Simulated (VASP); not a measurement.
# Se (Im-3m) in VASP: notebook, part 2 of 2

VASP 6.6.1.

## (4) Single point, PBE (volume scaled by 1.04)

The input, INCAR:

```
SYSTEM = Se
  PREC = Accurate
  ENCUT = 520
  EDIFF = 1E-7
  ISMEAR = -1
  SIGMA = 0.1
  LREAL = .False.
  LASPH = .True.
  NELM = 60
  ALGO = Normal
  ISIF = 2
  LWAVE = .False.
  LCHARG = .False.
  GGA = PE
  NBANDS = 9
```

The input, KPOINTS:

```
regular mesh
0
Gamma
  14 14 14
  0 0 0
```

The input, POSCAR:

```
Se
1.0
   -1.7421542658      1.7421542658      1.7421542658
    1.7421542658     -1.7421542658      1.7421542658
    1.7421542658      1.7421542658     -1.7421542658
Se
1
Direct
    0.0000000000      0.0000000000      0.0000000000
```

Potentials or basis: VASP PAW PBE potentials, release 64 (Se).

Command:

```
cat potpaw_PBE.64/Se/POTCAR > POTCAR
mpirun -np 1 vasp_std > vasp.out
```

OUTCAR:

```text
SYSTEM = Se
   PREC = Accurate
   ENCUT = 520
   EDIFF = 1E-7
   ISMEAR = -1
   LREAL = .False.
   LASPH = .True.
   NELM = 60
   ISIF = 2
   GGA = PE

 ion  position               nearest neighbor table
   1  0.000  0.000  0.000-

  LATTYP: Found a body centered cubic cell.
 ALAT       =     3.4843085316

  Lattice vectors:

 A1 = (  -1.7421542658,   1.7421542658,   1.7421542658)
 A2 = (   1.7421542658,  -1.7421542658,   1.7421542658)
 A3 = (   1.7421542658,   1.7421542658,  -1.7421542658)

Analysis of symmetry for initial positions (statically):
=====================================================================
 Subroutine PRICEL returns:
 Original cell was already a primitive cell.

 Routine SETGRP: Setting up the symmetry group for a
 body centered cubic supercell.

 Subroutine GETGRP returns: Found 48 space group operations
 (whereof 48 operations were pure point group operations)
 out of a pool of 48 trial point group operations.

The static configuration has the point symmetry O_h .

Analysis of symmetry for dynamics (positions and initial velocities):
=====================================================================
 Subroutine PRICEL returns:
 Original cell was already a primitive cell.

 Routine SETGRP: Setting up the symmetry group for a
 body centered cubic supercell.

 Subroutine GETGRP returns: Found 48 space group operations
 (whereof 48 operations were pure point group operations)
 out of a pool of 48 trial point group operations.

The dynamic configuration has the point symmetry O_h .

 Subroutine INISYM returns: Found 48 space group operations
 (whereof 48 operations are pure point group operations),
 and found     1 'primitive' translations

----------------------------------------------------------------------------------------

                                     Primitive cell

  volume of cell :      21.1505

  direct lattice vectors                    reciprocal lattice vectors
    -1.742154266  1.742154266  1.742154266     0.000000000  0.287000991  0.287000991
     1.742154266 -1.742154266  1.742154266     0.287000991  0.000000000  0.287000991
     1.742154266  1.742154266 -1.742154266     0.287000991  0.287000991  0.000000000

  length of vectors
     3.017499703  3.017499703  3.017499703     0.405880693  0.405880693  0.405880693

  position of ions in fractional coordinates (direct lattice)
     0.000000000  0.000000000  0.000000000

  ion indices of the primitive-cell ions
   primitive index   ion index
                 1           1

----------------------------------------------------------------------------------------

 KPOINTS: regular mesh

Automatic generation of k-mesh.
 Grid dimensions read from file:
 generate k-points for:   14   14   14

 Generating k-lattice:

  Cartesian coordinates                     Fractional coordinates (reciprocal lattice)
     0.000000000  0.020500071  0.020500071     0.071428571  0.000000000  0.000000000
     0.020500071  0.000000000  0.020500071     0.000000000  0.071428571  0.000000000
     0.020500071  0.020500071  0.000000000     0.000000000  0.000000000  0.071428571

  Length of vectors
     0.028991478  0.028991478  0.028991478

  Shift w.r.t. Gamma in fractional coordinates (k-lattice)
     0.000000000  0.000000000  0.000000000

 Subroutine IBZKPT returns following result:
 ===========================================

 Found    104 irreducible k-points:

 Following reciprocal coordinates:
            Coordinates               Weight
  0.000000  0.000000  0.000000      1.000000
  0.071429  0.000000  0.000000     12.000000
  0.142857  0.000000  0.000000     12.000000
  0.214286  0.000000  0.000000     12.000000
  0.285714  0.000000  0.000000     12.000000
  0.357143  0.000000  0.000000     12.000000
[... 16 lines left out ...]
  0.285714  0.285714  0.000000     24.000000
  0.357143  0.285714  0.000000     24.000000
 [... further k-points ...]
   k-points           NKPTS =    104   k-points in BZ     NKDIM =    104   number of bands    NBANDS=      9
   number of dos      NEDOS =    301   number of ions     NIONS =      1
   total plane-waves  NPLWV =  13824
   dimension x,y,z NGX =    24 NGY =   24 NGZ =   24
   dimension x,y,z NGXF=    48 NGYF=   48 NGZF=   48
   ions per type =               1
   NGX,Y,Z   is equivalent  to a cutoff of  13.22, 13.22, 13.22 a.u.
   NGXF,Y,Z  is equivalent  to a cutoff of  26.45, 26.45, 26.45 a.u.
 SYSTEM =  Se
   PREC   = accura    normal or accurate (medium, high low for compatibility)
   ISTART =      0    job   : 0-new  1-cont  2-samecut
   ICHARG =      2    charge: 1-file 2-atom 10-const
   ISPIN  =      1    spin polarized calculation?
   LNONCOLLINEAR =      F non collinear calculations
   LSORBIT =      F    spin-orbit coupling
   LASPH  =      T    aspherical Exc in radial PAW
   ENCUT  =  520.0 eV  38.22 Ry    6.18 a.u.   5.61  5.61  5.61*2*pi/ulx,y,z
   NELM   =     60;   NELMIN=  2; NELMDL= -5     # of ELM steps
   EDIFF  = 0.1E-06   stopping-criterion for ELM
   LREAL  =      F    real-space projection
   EDIFFG = 0.1E-05   stopping-criterion for IOM
   NSW    =      0    number of steps for IOM
   IBRION =     -1    ionic relax: 0-MD 1-quasi-New 2-CG
   NFREE  =      0    steps in history (QN), initial steepest desc. (CG)
   ISIF   =      2    stress and relaxation
   ISYM   =      2    0-nonsym 1-usesym 2-fastsym
   POTIM  = 0.5000    time-step for ionic-motion
   TEBEG  =    0.0;   TEEND  =   0.0 temperature during run
   PSTRESS=    0.0 pullay stress
   NELECT =       6.0000    total number of electrons
   NUPDOWN=      -1.0000    fix difference up-down
   EMIN   =  10.00;   EMAX   =-10.00  energy-range for DOS
   EFERMI =   0.00;   METHOD = LEGACY
   ISMEAR =    -1;   SIGMA  =   0.10  broadening in eV -4-tet -1-fermi 0-gaus
   EFERMI_NEDOS =   21; number of points for ismear=-14 and -15
   IALGO  =     38    algorithm
   IMIX   =      4    mixing-type and parameters
     AMIX     =   0.40;   BMIX     =  1.00
     AMIX_MAG =   1.60;   BMIX_MAG =  1.00
  volume/ion in A,a.u.               =      21.15       142.73
  Fermi-wavevector in a.u.,A,eV,Ry     =   1.075685  2.032751 15.743291  1.157099
  Thomas-Fermi vector in A             =   2.211549
   LORBIT       =      0    0 simple, 1 ext, 2 COOP (PROOUT), +10 PAW based schemes
   GGA     = PE    functional components
   LHFCALC =     F    Hartree Fock is set to
   AEXX    =    0.0000 exact exchange contribution
   IVDW    =     0    specifies the selected vdW correction
   LEPSILON=     F    determine dielectric tensor
   LRPA    =     F    only Hartree local field effects (RPA)
 non-spin polarized calculation
  energy-cutoff  :      520.00
  volume of cell :       21.15
 maximum number of plane-waves:       586
   NGX = 11   NGY = 11   NGZ = 11

 number of electron       6.0000000 magnetization

 Free energy of the ion-electron system (eV)
  ---------------------------------------------------
  ext. energy  EPLUGINS =         0.00000000
  ---------------------------------------------------
  free energy    TOTEN  =        -2.92668733 eV

  energy without entropy =       -2.90330559  energy(sigma->0) =       -2.91499646

 E-fermi :   4.9877     XC(G=0): -10.4108

 val. band max:        4.9236466853   @ k =   0.3571   0.2143   0.0714
 cond. band min:       4.9981322017   @ k =  -0.2143   0.2143   0.2143
 fundamental gap:      0.0744855164
 Fermi energy:         4.9876862824

 k-point     1 :       0.0000    0.0000    0.0000
  band No.  band energies     occupation
      1     -10.7439      2.00000
      2       7.7942      0.00000
      3       7.7942      0.00000
      4       7.7942      0.00000
      5      15.6513      0.00000
      6      17.3355      0.00000
      7      17.3355      0.00000
      8      17.3355      0.00000
      9      20.2936      0.00000

 k-point     2 :       0.0714    0.0000    0.0000
  band No.  band energies     occupation
      1     -10.6422      2.00000
      2       7.1527      0.00000
      3       7.5892      0.00000
      4       7.7586      0.00000
      5      16.0283      0.00000
      6      16.9054      0.00000
      7      17.2217      0.00000
      8      17.7680      0.00000
      9      19.4156      0.00000
[... 253 lines left out ...]
 k-point    24 :       0.3571    0.2857    0.0000
  band No.  band energies     occupation
      1      -7.0644      2.00000
      2       0.0605      2.00000
      3       1.1346      2.00000
      4       5.9808      0.00010
      5      14.0573      0.00000
      6      17.1597      0.00000
      7      18.3780      0.00000
      8      22.2103      0.00000
      9      24.1449      0.00000

 [... further k-points ...]

------------------------ aborting loop because EDIFF is reached ----------------------------------------

  FORCE on cell =-STRESS in cart. coord.  units (eV):
  Direction    XX          YY          ZZ          XY          YZ          ZX
  --------------------------------------------------------------------------------------
  -------------------------------------------------------------------------------------
  Total       -0.3025815     -0.3025815     -0.3025815      0.0000000      0.0000000     -0.0000000
  in kB      -22.9209792    -22.9209792    -22.9209792      0.0000000      0.0000000     -0.0000000
  external PRESSURE =     -22.9209792 kB  Pullay stress =       0.0000000 kB

 VOLUME and BASIS-vectors are now :
 -----------------------------------------------------------------------------
  energy-cutoff  :      520.00
  volume of cell :       21.15
      direct lattice vectors                 reciprocal lattice vectors
    -1.742154266  1.742154266  1.742154266     0.000000000  0.287000991  0.287000991
     1.742154266 -1.742154266  1.742154266     0.287000991  0.000000000  0.287000991
     1.742154266  1.742154266 -1.742154266     0.287000991  0.287000991  0.000000000

 POSITION                                       TOTAL-FORCE (eV/Angst)
 -----------------------------------------------------------------------------------
      0.00000      0.00000      0.00000         0.000000     -0.000000      0.000000
 -----------------------------------------------------------------------------------
    total drift:                                0.000000      0.000000      0.000000

  FREE ENERGIE OF THE ION-ELECTRON SYSTEM (eV)
  ---------------------------------------------------
  free  energy   TOTEN  =        -2.9266873289 eV

  energy  without entropy=       -2.9033055871  energy(sigma->0) =       -2.91499646
```

OSZICAR:

```text
N       E                     dE             d eps       ncg     rms          rms(c)
DAV:   1     0.988390023414E+01    0.98839E+01   -0.28709E+03  1872   0.566E+02
DAV:   2    -0.262987479355E+01   -0.12514E+02   -0.12167E+02  2513   0.766E+01
DAV:   3    -0.292598532495E+01   -0.29611E+00   -0.29479E+00  2188   0.109E+01
DAV:   4    -0.292652637700E+01   -0.54105E-03   -0.54102E-03  2573   0.521E-01
DAV:   5    -0.292652678072E+01   -0.40372E-06   -0.40385E-06  2177   0.131E-02    0.283E+00
DAV:   6    -0.292600015181E+01    0.52663E-03   -0.31964E-03  2162   0.304E-01    0.167E+00
DAV:   7    -0.292666110450E+01   -0.66095E-03   -0.53732E-03  2058   0.404E-01    0.767E-02
DAV:   8    -0.292668695876E+01   -0.25854E-04   -0.16015E-04  2128   0.753E-02    0.982E-03
DAV:   9    -0.292668732638E+01   -0.36762E-06   -0.15716E-06  2500   0.969E-03    0.576E-03
DAV:  10    -0.292668732886E+01   -0.24841E-08   -0.69986E-07  2155   0.522E-03
   1 F= -.29266873E+01 E0= -.29149965E+01  d E =-.233817E-01
```

It took 7.8 s on 1 thread of Intel Xeon Platinum 8488C (Sapphire Rapids), shared host; peak memory 0.14 GiB.

What came out:

| Quantity | Value |
| --- | --- |
| Free energy | -2.9267 eV |
| Pressure | -2.3 GPa |
| Band gap on the k mesh | zero (band 3 reaches 7.79 eV, above the bottom of band 4 at 1.96 eV) |

Levels at points of the mesh, in eV from the Fermi level:
| k point | band 1 | band 2 | band 3 | band 4 | band 5 | band 6 | band 7 |
| --- | --- | --- | --- | --- | --- | --- | --- |
| (0.00, 0.00, 0.00) | -15.73 | 2.81 | 2.81 | 2.81 | 10.66 | 12.35 | 12.35 |
| (0.50, 0.00, 0.00) | -12.56 | -6.26 | 0.05 | 2.05 | 6.93 | 8.43 | 17.20 |
| (0.50, 0.50, 0.50) | -10.41 | -3.03 | -3.03 | -3.03 | 4.32 | 4.32 | 22.23 |

## (5) Summary

| cell | gap on the mesh (eV) | pressure (GPa) |
| --- | --- | --- |
| a = 2.938 Å, angles 109.5°, 1 atom | none | 3.7 |
| a = 2.978 Å, angles 109.5°, 1 atom | none | 0.3 |
| a = 3.017 Å, angles 109.5°, 1 atom | none | -2.3 |

Alike in all rows: task single point; level PBE; potentials or basis VASP PAW PBE potentials, release 64 (Se); no spin polarisation; k mesh 14 × 14 × 14; cutoff (eV) 520; smearing fermi-dirac 0.1 eV.

Total energies depend on the potentials used, so only differences within one code and one set of settings carry meaning.
